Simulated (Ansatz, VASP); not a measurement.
**One calculation of ZnO, two programs**

```
Zn O
1.0
     3.23865    0.00000    0.00000
    -1.61932    2.80475    0.00000
     0.00000    0.00000    7.13044
Zn O
2 2
Direct
  0.00000 0.00000 0.75000
  0.00000 0.00000 0.25000
  0.33333 0.66667 0.25000
  0.66667 0.33333 0.75000
```

Change from the starting cell: strain -0.015 along x and y, +0.000 along z, atoms carried along.

Alike in both runs: task single point; functional PBEsol; k mesh 9 × 9 × 4; occupations gaussian, width 0.05 eV; no spin polarisation.

```csv
,VASP,Ansatz
version,VASP 6.6.1,Ansatz 0.2.0
potentials or method,"VASP PAW PBE potentials, release 64 (Zn, O), cutoff 520 eV","scalar-relativistic, plane waves, PAW"
valence electrons in the cell,36,36
```

|  | VASP | Ansatz | Ansatz less VASP |
| --- | --- | --- | --- |
| gap on the k mesh at the Fermi level (eV) | 0.77 | 0.76 | -0.003 |
| least direct gap on the mesh (eV) | 0.77 | 0.76 | -0.003 |
| pressure (GPa) | 0.3 | -0.4 | -0.76 |
| traceless stress, the component that is largest in VASP (GPa) | -1.20 | -0.33 | +0.872 |

VASP's potentials were made for PBE, not for PBEsol.
